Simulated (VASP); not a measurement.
Wanted: the native input for a VASP 6.6.1 run.

```
Task                   : single point
Functional             : PBEsol
Potentials or basis    : VASP PAW PBE potentials, release 64 (Mo_sv, S)
Cutoff                 : 520 eV
k mesh                 : 12 × 12 × 2
Occupations            : methfessel-paxton, width 0.143 eV
Spin                   : no spin polarisation
Dipole correction      : no
Further INCAR settings : ALGO = Normal; EDIFF = 1e-06; NBANDS = 35
```

The structure of MoS2 lies in POSCAR:

```
MoS2
1.0
    3.1416453611      0.0000000000      0.0000000000
   -1.5708226806      2.7207446923      0.0000000000
    0.0000000000      0.0000000000     12.5702639933
Mo S
2 4
Direct
    0.3333333333      0.6666666667      0.2500000000
    0.6666666667      0.3333333333      0.7500000000
    0.3333333333      0.6666666667      0.6259932117
    0.6666666667      0.3333333333      0.1259932117
    0.3333333333      0.6666666667      0.8740067883
    0.6666666667      0.3333333333      0.3740067883
```

One way to write it, as run:

INCAR

```
PREC     = Accurate       # precision mode
ENCUT    = 520            # plane-wave cutoff, eV
EDIFF    = 1E-6           # SCF threshold, eV
ISMEAR   = 1              # smearing method
SIGMA    = 0.143          # smearing width, eV
LREAL    = False          # projectors in reciprocal space
LASPH    = True           # aspherical terms in the spheres
NELM     = 100            # most SCF steps
ALGO     = Normal         # electronic algorithm
ISIF     = 2              # what is computed and relaxed
LWAVE    = False          # write WAVECAR
LCHARG   = True           # write CHGCAR
GGA      = PS             # functional
LELF     = True           # ELF
LVHAR    = True         
NBANDS   = 35             # bands
```

KPOINTS

```
regular mesh
0
Gamma
  12 12 2
```

Potentials or basis: VASP PAW PBE potentials, release 64 (Mo_sv, S).

Launch:

```sh
$ cat potpaw_PBE.64/Mo_sv/POTCAR potpaw_PBE.64/S/POTCAR > POTCAR
$ mpirun -np 1 vasp_std > vasp.out
```

It gave:

```yaml
Pressure: 0.0 GPa
Largest_force: 0.004 eV/Å
Band_gap_on_the_k_mesh: 0.99 eV (least direct gap 1.74 eV)
```

Caveat: the PAW data sets were made with another functional, which shifts forces and pressure a little; this functional lacks dispersion, which binds the layers, so the pressure and a relaxed spacing across them are unreliable.

Run time: 97 s on 1 thread of Intel(R) Xeon(R) Platinum 8259CL CPU @ 2.50GHz (Skylake/Cascade Lake), on a shared host, peak memory 0.28 GiB.
